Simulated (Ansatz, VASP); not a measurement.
## One calculation of BaHf3H2, two programs

Contents of INCAR:

```
SYSTEM = BaHf3H2
PREC = Accurate ; ENCUT = 520
EDIFF = 1E-6 ; ISMEAR = 0
SIGMA = 0.1 ; LREAL = .FALSE.
LASPH = .TRUE. ; NELM = 80
ALGO = Normal ; ISIF = 2
LWAVE = .FALSE. ; LCHARG = .FALSE.
GGA = PE ; NBANDS = 30
```

File KPOINTS:

```
Automatic mesh
0
G
  6 6 4
  0 0 0
```

Contents of POSCAR:

```
BaHf3H2
1.0
    4.5049653200      0.0000000000      0.0000000000
   -2.2524826600      3.9014144100      0.0000000000
    0.0000000000      0.0000000000      7.1013039100
Ba Hf H
1 3 2
Direct
    0.0000000000      0.0000000000      0.0000000000
    0.0000000000      0.0000000000      0.5000000000
    0.6666666700      0.3333333300      0.6493157700
    0.3333333300      0.6666666700      0.3506842300
    0.6666666700      0.3333333300      0.2483411600
    0.3333333300      0.6666666700      0.7516588400
```

Input for Ansatz:

```yaml
crystal:
  lattice:
    - [4.50496532, 0.0, 0.0]
    - [-2.25248266, 3.90141441, 0.0]
    - [0.0, 0.0, 7.10130391]
  atoms:
    - { symbol: Ba, position: [0.0, 0.0, 0.0] }
    - { symbol: Hf, position: [0.0, 0.0, 0.5] }
    - { symbol: Hf, position: [0.66666667, 0.33333333, 0.64931577] }
    - { symbol: Hf, position: [0.33333333, 0.66666667, 0.35068423] }
    - { symbol: H, position: [0.66666667, 0.33333333, 0.24834116] }
    - { symbol: H, position: [0.33333333, 0.66666667, 0.75165884] }
basis:
  ecutwfc: 420
kpoints:
  mp_grid: { grid: [6, 6, 4] }
hamiltonian:
  xc: pbe
scf:
  occupations: { method: gaussian, width: 0.1 }
  lower_state_search: "off"
output:
  forces: true
  stress: true
  eigenvalues: true
```

Change from the starting cell: species swapped into the Li3GdBi2 type (P-3m1, No. 164).

Alike in both runs: task single point; functional PBE; k mesh 6 × 6 × 4; occupations gaussian, width 0.1 eV; no spin polarisation.

|  | VASP | Ansatz |
| --- | --- | --- |
| version | VASP 6.6.1 | Ansatz 0.2.0 |
| potentials or method | VASP PAW PBE potentials, release 64 (Ba_sv, Hf_pv, H), cutoff 520 eV | scalar-relativistic, plane waves, PAW |
| valence electrons in the cell | 42 | 90 |

Ansatz gave:

```
gap on the k mesh at the Fermi level (eV)                     : none
pressure (GPa)                                                : 1.9
traceless stress, the component that is largest in VASP (GPa) : 0.09
rms of the force components (eV/Å)                            : 0.094
```

Estimate VASP's values.

gap on the k mesh at the Fermi level (eV): none; pressure (GPa): 2.0; traceless stress, the component that is largest in VASP (GPa): 0.31; rms of the force components (eV/Å): 0.089.

Atom by atom the forces differ by 0.019 eV/Å (rms over components). A gap of «none» marks a metal or a gap that the smearing closes. The functional is the same, so the differences come from potentials, cutoffs and numerics. VASP's potentials hold 42 valence electrons a cell and Ansatz's 90, so a difference there can come from the potentials and not from the codes.

Spin-orbit coupling is off throughout.
